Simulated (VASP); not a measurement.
# Ca (Cmcm) in VASP: a series of runs, part 2 of 2

VASP 6.6.1.

**3. Single point, PBEsol**

This run uses another cell than the first one, of the same volume but with other edges.

INCAR

```
ALGO = Normal ; EDIFF = 1E-6
ENCUT = 520 ; GGA = PS
ISIF = 2 ; ISMEAR = 0
LASPH = True ; LCHARG = False
LREAL = False ; LWAVE = False
NBANDS = 17 ; NELM = 100
PREC = Accurate ; SIGMA = 0.15
```

KPOINTS

```
k-points
0
Gamma
  16 16 8
```

POSCAR

```
Ca
1.0
    1.8550417342     -3.1952785951      0.0000000000
    1.8550417342      3.1952785951      0.0000000000
    0.0000000000      0.0000000000      7.3503703960
Ca
2
Direct
    0.8355866000      0.1644134000      0.2500000000
    0.1644134000      0.8355866000      0.7500000000
```

Potentials or basis: VASP PAW PBE potentials, release 64 (Ca_sv).

Command:

```
> cat potpaw_PBE.64/Ca_sv/POTCAR > POTCAR
> mpirun -np 1 vasp_std > vasp.out
```

OUTCAR:

```text
EDIFF = 1E-6
   ENCUT = 520
   GGA = PS
   ISIF = 2
   ISMEAR = 0
   LASPH = True
   LREAL = False
   NELM = 100
   PREC = Accurate

 ion  position               nearest neighbor table
   1  0.836  0.164  0.250-
   2  0.164  0.836  0.750-

  LATTYP: Found a base centered orthorhombic cell.
 ALAT       =     3.7100834684
 B/A-ratio  =     1.7224834009
 C/A-ratio  =     1.9811873395

  Lattice vectors:

 A1 = (   1.8550417342,  -3.1952785951,   0.0000000000)
 A2 = (   1.8550417342,   3.1952785951,   0.0000000000)
 A3 = (   0.0000000000,   0.0000000000,   7.3503703960)

Analysis of symmetry for initial positions (statically):
=====================================================================
 Subroutine PRICEL returns:
 Original cell was already a primitive cell.

 Routine SETGRP: Setting up the symmetry group for a
 base centered orthorhombic supercell.

 Subroutine GETGRP returns: Found  8 space group operations
 (whereof  4 operations were pure point group operations)
 out of a pool of  8 trial point group operations.

The static configuration has the point symmetry C_2h.
 The point group associated with its full space group is D_2h.

Analysis of symmetry for dynamics (positions and initial velocities):
=====================================================================
 Subroutine PRICEL returns:
 Original cell was already a primitive cell.

 Routine SETGRP: Setting up the symmetry group for a
 base centered orthorhombic supercell.

 Subroutine GETGRP returns: Found  8 space group operations
 (whereof  4 operations were pure point group operations)
 out of a pool of  8 trial point group operations.

The dynamic configuration has the point symmetry C_2h.
 The point group associated with its full space group is D_2h.

 Subroutine INISYM returns: Found  8 space group operations
 (whereof  4 operations are pure point group operations),
 and found     1 'primitive' translations

----------------------------------------------------------------------------------------

                                     Primitive cell

  volume of cell :      87.1368

  direct lattice vectors                    reciprocal lattice vectors
     1.855041734 -3.195278595  0.000000000     0.269535715 -0.156480878  0.000000000
     1.855041734  3.195278595  0.000000000     0.269535715  0.156480878  0.000000000
     0.000000000  0.000000000  7.350370396     0.000000000  0.000000000  0.136047566

  length of vectors
     3.694723959  3.694723959  7.350370396     0.311666114  0.311666114  0.136047566

  position of ions in fractional coordinates (direct lattice)
     0.835586600  0.164413400  0.250000000
     0.164413400  0.835586600  0.750000000

  ion indices of the primitive-cell ions
   primitive index   ion index
                 1           1
                 2           2

----------------------------------------------------------------------------------------

 KPOINTS: k-points

Automatic generation of k-mesh.
 Grid dimensions read from file:
 generate k-points for:   16   16    8

 Generating k-lattice:

  Cartesian coordinates                     Fractional coordinates (reciprocal lattice)
     0.016845982 -0.009780055  0.000000000     0.062500000  0.000000000  0.000000000
     0.016845982  0.009780055  0.000000000     0.000000000  0.062500000  0.000000000
     0.000000000  0.000000000  0.017005946     0.000000000  0.000000000  0.125000000

  Length of vectors
     0.019479132  0.019479132  0.017005946

  Shift w.r.t. Gamma in fractional coordinates (k-lattice)
     0.000000000  0.000000000  0.000000000

 Subroutine IBZKPT returns following result:
 ===========================================

 Found    365 irreducible k-points:

 Following reciprocal coordinates:
            Coordinates               Weight
  0.000000  0.000000  0.000000      1.000000
  0.062500  0.000000  0.000000      4.000000
  0.125000  0.000000  0.000000      4.000000
  0.187500  0.000000  0.000000      4.000000
  0.250000  0.000000  0.000000      4.000000
  0.312500  0.000000  0.000000      4.000000
[... 16 lines left out ...]
 -0.125000  0.062500  0.000000      4.000000
 -0.062500  0.062500  0.000000      2.000000
 [... further k-points ...]
   k-points           NKPTS =    365   k-points in BZ     NKDIM =    365   number of bands    NBANDS=     17
   number of dos      NEDOS =    301   number of ions     NIONS =      2
   total plane-waves  NPLWV =  43904
   dimension x,y,z NGX =    28 NGY =   28 NGZ =   56
   dimension x,y,z NGXF=    56 NGYF=   56 NGZF=  112
   ions per type =               2
   NGX,Y,Z   is equivalent  to a cutoff of  12.60, 12.60, 12.67 a.u.
   NGXF,Y,Z  is equivalent  to a cutoff of  25.20, 25.20, 25.33 a.u.
 SYSTEM =  unknown system
   PREC   = accura    normal or accurate (medium, high low for compatibility)
   ISTART =      0    job   : 0-new  1-cont  2-samecut
   ICHARG =      2    charge: 1-file 2-atom 10-const
   ISPIN  =      1    spin polarized calculation?
   LNONCOLLINEAR =      F non collinear calculations
   LSORBIT =      F    spin-orbit coupling
   LASPH  =      T    aspherical Exc in radial PAW
   ENCUT  =  520.0 eV  38.22 Ry    6.18 a.u.   6.87  6.87 13.67*2*pi/ulx,y,z
   NELM   =    100;   NELMIN=  2; NELMDL= -5     # of ELM steps
   EDIFF  = 0.1E-05   stopping-criterion for ELM
   LREAL  =      F    real-space projection
   EDIFFG = 0.1E-04   stopping-criterion for IOM
   NSW    =      0    number of steps for IOM
   IBRION =     -1    ionic relax: 0-MD 1-quasi-New 2-CG
   NFREE  =      0    steps in history (QN), initial steepest desc. (CG)
   ISIF   =      2    stress and relaxation
   ISYM   =      2    0-nonsym 1-usesym 2-fastsym
   POTIM  = 0.5000    time-step for ionic-motion
   TEBEG  =    0.0;   TEEND  =   0.0 temperature during run
   PSTRESS=    0.0 pullay stress
   NELECT =      20.0000    total number of electrons
   NUPDOWN=      -1.0000    fix difference up-down
   EMIN   =  10.00;   EMAX   =-10.00  energy-range for DOS
   EFERMI =   0.00;   METHOD = LEGACY
   ISMEAR =     0;   SIGMA  =   0.15  broadening in eV -4-tet -1-fermi 0-gaus
   EFERMI_NEDOS =   21; number of points for ismear=-14 and -15
   IALGO  =     38    algorithm
   IMIX   =      4    mixing-type and parameters
     AMIX     =   0.40;   BMIX     =  1.00
     AMIX_MAG =   1.60;   BMIX_MAG =  1.00
  volume/ion in A,a.u.               =      43.57       294.01
  Fermi-wavevector in a.u.,A,eV,Ry     =   1.002346  1.894159 13.669737  1.004697
  Thomas-Fermi vector in A             =   2.134827
   LORBIT       =      0    0 simple, 1 ext, 2 COOP (PROOUT), +10 PAW based schemes
   GGA     = PS    functional components
   LHFCALC =     F    Hartree Fock is set to
   AEXX    =    0.0000 exact exchange contribution
   IVDW    =     0    specifies the selected vdW correction
   LEPSILON=     F    determine dielectric tensor
   LRPA    =     F    only Hartree local field effects (RPA)
 non-spin polarized calculation
 Gauss-broadening in eV      SIGMA  =   0.15
  energy-cutoff  :      520.00
  volume of cell :       87.14
 maximum number of plane-waves:      2382
   NGX = 13   NGY = 13   NGZ = 27

 number of electron      20.0000000 magnetization

 Free energy of the ion-electron system (eV)
  ---------------------------------------------------
  ext. energy  EPLUGINS =         0.00000000
  ---------------------------------------------------
  free energy    TOTEN  =        -4.04129537 eV

  energy without entropy =       -4.01825311  energy(sigma->0) =       -4.02977424

 E-fermi :   1.7658     XC(G=0):  -7.6948

 val. band max:        1.7627015069   @ k =   0.3750   0.3750   0.2500
 cond. band min:       1.7677300244   @ k =   0.4375   0.3125   0.3750
 fundamental gap:      0.0050285175
 Fermi energy:         1.7657589137

 k-point     1 :       0.0000    0.0000    0.0000
  band No.  band energies     occupation
      1     -40.1522      2.00000
      2     -40.1480      2.00000
      3     -21.2294      2.00000
      4     -21.1647      2.00000
      5     -21.1319      2.00000
      6     -21.1317      2.00000
[... 9 lines left out ...]
     16       4.2964      0.00000
     17       5.2464      0.00000

 k-point     2 :       0.0625    0.0000    0.0000
  band No.  band energies     occupation
      1     -40.1515      2.00000
      2     -40.1473      2.00000
      3     -21.2279      2.00000
      4     -21.1643      2.00000
      5     -21.1389      2.00000
      6     -21.1343      2.00000
[... 9 lines left out ...]
     16       4.3382      0.00000
     17       5.1572      0.00000
[... 421 lines left out ...]
 k-point    24 :      -0.0625    0.0625    0.0000
  band No.  band energies     occupation
      1     -40.1514      2.00000
      2     -40.1473      2.00000
      3     -21.2278      2.00000
      4     -21.1643      2.00000
      5     -21.1392      2.00000
      6     -21.1343      2.00000
[... 9 lines left out ...]
     16       4.2946      0.00000
     17       5.1437      0.00000

 [... further k-points ...]
[... 5 lines left out ...]
  --------------------------------------------------------------------------------------
  -------------------------------------------------------------------------------------
  Total        0.8133957      0.9303959     -2.5621754      0.0000000     -0.0000000      0.0000000
  in kB       14.9558395     17.1071142    -47.1105105      0.0000000     -0.0000000      0.0000000
  external PRESSURE =      -5.0158522 kB  Pullay stress =       0.0000000 kB

 VOLUME and BASIS-vectors are now :
 -----------------------------------------------------------------------------
  energy-cutoff  :      520.00
  volume of cell :       87.14
      direct lattice vectors                 reciprocal lattice vectors
     1.855041734 -3.195278595  0.000000000     0.269535715 -0.156480878  0.000000000
     1.855041734  3.195278595  0.000000000     0.269535715  0.156480878  0.000000000
     0.000000000  0.000000000  7.350370396     0.000000000  0.000000000  0.136047566

 POSITION                                       TOTAL-FORCE (eV/Angst)
 -----------------------------------------------------------------------------------
      1.85504     -2.14459      1.83759         0.000000      0.007905      0.000000
      1.85504      2.14459      5.51278         0.000000     -0.007905     -0.000000
 -----------------------------------------------------------------------------------
    total drift:                                0.000000      0.000000      0.000000

  FREE ENERGIE OF THE ION-ELECTRON SYSTEM (eV)
  ---------------------------------------------------
  free  energy   TOTEN  =        -4.0412953731 eV

  energy  without entropy=       -4.0182531062  energy(sigma->0) =       -4.02977424
```

OSZICAR:

```text
N       E                     dE             d eps       ncg     rms          rms(c)
DAV:   1     0.170299734549E+03    0.17030E+03   -0.10074E+04 12434   0.106E+03
DAV:   2     0.517359446776E+01   -0.16513E+03   -0.16301E+03 14065   0.314E+02
DAV:   3    -0.374373394598E+01   -0.89173E+01   -0.88559E+01 23963   0.531E+01
DAV:   4    -0.404374201376E+01   -0.30001E+00   -0.29921E+00 15827   0.103E+01
DAV:   5    -0.405861496250E+01   -0.14873E-01   -0.14865E-01 21016   0.148E+00    0.308E+00
DAV:   6    -0.404568151365E+01    0.12933E-01   -0.21775E-02 16087   0.137E+00    0.186E+00
DAV:   7    -0.404167463254E+01    0.40069E-02   -0.31280E-02 15110   0.186E+00    0.111E-01
DAV:   8    -0.404125340743E+01    0.42123E-03   -0.25435E-03 17098   0.362E-01    0.304E-02
DAV:   9    -0.404129463728E+01   -0.41230E-04   -0.24693E-04 20432   0.792E-02    0.973E-03
DAV:  10    -0.404129705868E+01   -0.24214E-05   -0.19369E-05 15958   0.412E-02    0.806E-03
DAV:  11    -0.404129518087E+01    0.18778E-05   -0.14046E-06 13872   0.130E-02    0.299E-03
DAV:  12    -0.404129537312E+01   -0.19225E-06   -0.13294E-07 11232   0.329E-03
   1 F= -.40412954E+01 E0= -.40297742E+01  d E =-.230423E-01
```

It took 5.2 min on 1 thread of AMD EPYC 7R13 (Zen 3), shared host; peak memory 0.51 GiB.

What came out:

```yaml
Free_energy: -4.0413 eV
Pressure: -0.5 GPa
Largest_force: 0.008 eV/Å
Band_gap_on_the_k_mesh: zero (band 10 reaches 2.13 eV, above the bottom of band 11 at 0.98 eV)
```

Forces on the atoms (eV/Å):
```
Ca   0.000  0.008  0.000
Ca   0.000 -0.008  0.000
```

Stress tensor (GPa, compression positive):
```
 1.50  0.00  0.00
 0.00  1.71  0.00
 0.00  0.00 -4.71
```

Levels at points of the mesh, in eV from the Fermi level:
| k point | band 6 | band 7 | band 8 | band 9 | band 10 | band 11 | band 12 | band 13 | band 14 | band 15 |
| --- | --- | --- | --- | --- | --- | --- | --- | --- | --- | --- |
| (0.00, 0.00, 0.00) | -22.90 | -22.89 | -22.89 | -3.98 | -1.74 | -0.79 | 1.46 | 2.35 | 2.40 | 2.48 |
| (0.50, 0.00, 0.00) | -22.94 | -22.93 | -22.93 | -0.79 | -0.41 | 0.20 | 0.42 | 1.16 | 1.39 | 2.76 |
| (0.50, 0.50, 0.00) | -22.94 | -22.94 | -22.93 | -0.76 | -0.41 | 0.23 | 0.44 | 1.12 | 1.38 | 2.73 |
| (0.00, 0.00, 0.50) | -22.90 | -22.90 | -22.90 | -3.23 | -3.23 | 0.70 | 0.70 | 2.39 | 2.39 | 2.44 |
| (0.50, 0.00, 0.50) | -22.94 | -22.94 | -22.94 | -0.56 | -0.56 | 0.27 | 0.27 | 1.21 | 1.21 | 3.20 |
| (0.50, 0.50, 0.50) | -22.94 | -22.93 | -22.93 | -0.55 | -0.55 | 0.31 | 0.31 | 1.19 | 1.19 | 3.17 |

Caveat: the PAW data sets were made with another functional, which shifts forces and pressure a little.

**4. Single point, PBEsol**

This run uses another cell than the first one, of the same volume but with other edges.

INCAR

```
ALGO = Normal
EDIFF = 1E-6
ENCUT = 520
GGA = PS
ISIF = 2
ISMEAR = 0
LASPH = True
LCHARG = False
LREAL = False
LWAVE = False
NBANDS = 17
NELM = 100
PREC = Accurate
SIGMA = 0.15
```

KPOINTS is that of step 3.

POSCAR

```
Ca
1.0
    1.9394756600     -3.3407146309      0.0000000000
    1.9394756600      3.3407146309      0.0000000000
    0.0000000000      0.0000000000      6.7243130902
Ca
2
Direct
    0.8355866000      0.1644134000      0.2500000000
    0.1644134000      0.8355866000      0.7500000000
```

Potentials or basis: VASP PAW PBE potentials, release 64 (Ca_sv).

Command:

```
> cat potpaw_PBE.64/Ca_sv/POTCAR > POTCAR
> mpirun -np 1 vasp_std > vasp.out
```

OUTCAR:

```text
EDIFF = 1E-6
   ENCUT = 520
   GGA = PS
   ISIF = 2
   ISMEAR = 0
   LASPH = True
   LREAL = False
   NELM = 100
   PREC = Accurate

 ion  position               nearest neighbor table
   1  0.836  0.164  0.250-
   2  0.164  0.836  0.750-

  LATTYP: Found a base centered orthorhombic cell.
 ALAT       =     3.8789513200
 B/A-ratio  =     1.7224834010
 C/A-ratio  =     1.7335389221

  Lattice vectors:
[... 192 lines left out ...]
      2     -40.1350      2.00000
      3     -21.2411      2.00000
      4     -21.1525      2.00000
      5     -21.1511      2.00000
      6     -21.1399      2.00000
[... 457 lines left out ...]
      4     -21.1571      2.00000
      5     -21.1525      2.00000
      6     -21.1446      2.00000
[... 9 lines left out ...]
     16       4.3387      0.00000
     17       4.8148      0.00000

 [... further k-points ...]
[... 5 lines left out ...]
  --------------------------------------------------------------------------------------
  -------------------------------------------------------------------------------------
  Total       -0.3286531     -0.2085799     -1.1907450      0.0000000     -0.0000000      0.0000000
  in kB       -6.0429175     -3.8351422    -21.8941312      0.0000000     -0.0000000      0.0000000
  external PRESSURE =     -10.5907303 kB  Pullay stress =       0.0000000 kB

 VOLUME and BASIS-vectors are now :
 -----------------------------------------------------------------------------
  energy-cutoff  :      520.00
  volume of cell :       87.14
      direct lattice vectors                 reciprocal lattice vectors
     1.939475660 -3.340714631  0.000000000     0.257801637 -0.149668576  0.000000000
     1.939475660  3.340714631  0.000000000     0.257801637  0.149668576  0.000000000
     0.000000000  0.000000000  6.724313090     0.000000000  0.000000000  0.148714075

 POSITION                                       TOTAL-FORCE (eV/Angst)
 -----------------------------------------------------------------------------------
      1.93948     -2.24220      1.68108         0.000000      0.012780     -0.000000
      1.93948      2.24220      5.04323         0.000000     -0.012780      0.000000
 -----------------------------------------------------------------------------------
    total drift:                                0.000000     -0.000000      0.000000

  FREE ENERGIE OF THE ION-ELECTRON SYSTEM (eV)
  ---------------------------------------------------
  free  energy   TOTEN  =        -4.2382542304 eV

  energy  without entropy=       -4.2148041298  energy(sigma->0) =       -4.22652918
```

OSZICAR:

```text
N       E                     dE             d eps       ncg     rms          rms(c)
DAV:   1     0.168823605798E+03    0.16882E+03   -0.10035E+04 12426   0.105E+03
DAV:   2     0.492447097931E+01   -0.16390E+03   -0.16185E+03 14059   0.314E+02
DAV:   3    -0.394603106148E+01   -0.88705E+01   -0.88028E+01 24112   0.529E+01
DAV:   4    -0.423717553703E+01   -0.29114E+00   -0.29049E+00 15879   0.102E+01
DAV:   5    -0.425223651502E+01   -0.15061E-01   -0.15050E-01 21044   0.147E+00    0.321E+00
DAV:   6    -0.424274908487E+01    0.94874E-02   -0.17355E-02 16036   0.134E+00    0.193E+00
DAV:   7    -0.423849922549E+01    0.42499E-02   -0.28528E-02 14827   0.187E+00    0.106E-01
DAV:   8    -0.423822121173E+01    0.27801E-03   -0.23167E-03 20285   0.335E-01    0.366E-02
DAV:   9    -0.423825478887E+01   -0.33577E-04   -0.17959E-04 18498   0.802E-02    0.132E-02
DAV:  10    -0.423825565308E+01   -0.86421E-06   -0.14303E-05 16296   0.329E-02    0.718E-03
DAV:  11    -0.423825401257E+01    0.16405E-05   -0.87366E-07 13978   0.103E-02    0.248E-03
DAV:  12    -0.423825423041E+01   -0.21784E-06   -0.87093E-08 11463   0.268E-03
   1 F= -.42382542E+01 E0= -.42265292E+01  d E =-.234501E-01
```

Wall time 5.1 min (1 thread of AMD EPYC 7R13 (Zen 3), shared host); peak memory 0.52 GiB.

Results:

| Property | Result |
| --- | --- |
| Free energy | -4.2383 eV |
| Pressure | -1.1 GPa |
| Largest force | 0.013 eV/Å |
| Band gap on the k mesh | zero (band 10 reaches 2.05 eV, above the bottom of band 11 at 1.36 eV) |

Forces in eV/Å, atoms in the order of the input:
```
Ca   0.000  0.013  0.000
Ca   0.000 -0.013  0.000
```

Stress tensor (GPa, compression positive):
```
-0.60  0.00  0.00
 0.00 -0.38  0.00
 0.00  0.00 -2.19
```

Levels at points of the mesh, in eV from the Fermi level:
| k point | band 7 | band 8 | band 9 | band 10 | band 11 | band 12 | band 13 | band 14 |
| --- | --- | --- | --- | --- | --- | --- | --- | --- |
| (0.00, 0.00, 0.00) | -22.95 | -22.95 | -4.02 | -1.26 | -0.45 | 1.97 | 2.25 | 2.29 |
| (0.50, 0.00, 0.00) | -22.97 | -22.97 | -1.04 | -0.62 | 0.19 | 0.38 | 1.26 | 1.68 |
| (0.50, 0.50, 0.00) | -22.97 | -22.97 | -1.01 | -0.62 | 0.21 | 0.40 | 1.22 | 1.67 |
| (0.00, 0.00, 0.50) | -22.96 | -22.96 | -3.11 | -3.11 | 1.15 | 1.15 | 2.27 | 2.27 |
| (0.50, 0.00, 0.50) | -22.98 | -22.98 | -0.66 | -0.66 | 0.10 | 0.10 | 1.34 | 1.34 |
| (0.50, 0.50, 0.50) | -22.98 | -22.98 | -0.66 | -0.66 | 0.14 | 0.14 | 1.32 | 1.32 |

Caveat: the PAW data sets were made with another functional, which shifts forces and pressure a little.

**5. Summary**

```csv
cell,gap on the mesh (eV),pressure (GPa),largest force (eV/Å)
"a = 3.980, b = 3.980, c = 6.334 Å, angles 90.0, 90.0, 119.7°, 2 atoms",none,-1.0,0.02
"a = 3.695, b = 3.695, c = 7.350 Å, angles 90.0, 90.0, 119.7°, 2 atoms",none,-0.5,0.01
"a = 3.863, b = 3.863, c = 6.724 Å, angles 90.0, 90.0, 119.7°, 2 atoms",none,-1.1,0.01
```

Alike in all rows: task single point; level PBEsol; potentials or basis VASP PAW PBE potentials, release 64 (Ca_sv); no spin polarisation; k mesh 16 × 16 × 8; cutoff (eV) 520; smearing gaussian 0.15 eV.

Caveats: the PAW data sets were made with another functional, which shifts forces and pressure a little.

Absolute energies hang on the potentials; compare differences alone.
